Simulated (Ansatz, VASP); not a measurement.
## Co in VASP and in Ansatz

```
CELL_PARAMETERS angstrom
0.00000 3.59000 3.59000
1.79500 0.00000 1.79500
1.79500 1.79500 0.00000
ATOMIC_POSITIONS crystal
Co 0.00000 0.00000 0.00000
Co 0.50000 0.00000 0.00000
```

Alike in both runs: task single point; functional r2SCAN; k mesh 6 × 12 × 12; occupations fermi-dirac, width 0.1 eV; collinear spin.

|  | VASP | Ansatz |
| --- | --- | --- |
| version | VASP 6.6.1 | Ansatz 0.2.0 |
| potentials or method | VASP PAW PBE potentials, release 64 (Co), cutoff 520 eV | PAW, plane waves, scalar-relativistic |
| valence electrons in the cell | 18 | 34 |

|  | VASP | Ansatz | Ansatz less VASP |
| --- | --- | --- | --- |
| pressure (GPa) | -12.2 | -12.3 | -0.12 |
| net moment per atom (μB) | 1.83 | 1.84 | +0.018 |
| size of the moment on the site where the two differ most (μB) | 1.90 | 1.96 | +0.064 |

VASP's potentials were made for PBE, not for r2SCAN. Site moments also hang on the region over which each program counts them. The functional is the same, so the differences come from potentials, cutoffs and numerics. VASP's potentials hold 18 valence electrons a cell and Ansatz's 34, so a difference there can come from the potentials and not from the codes. Ansatz's warnings: stability check not made.
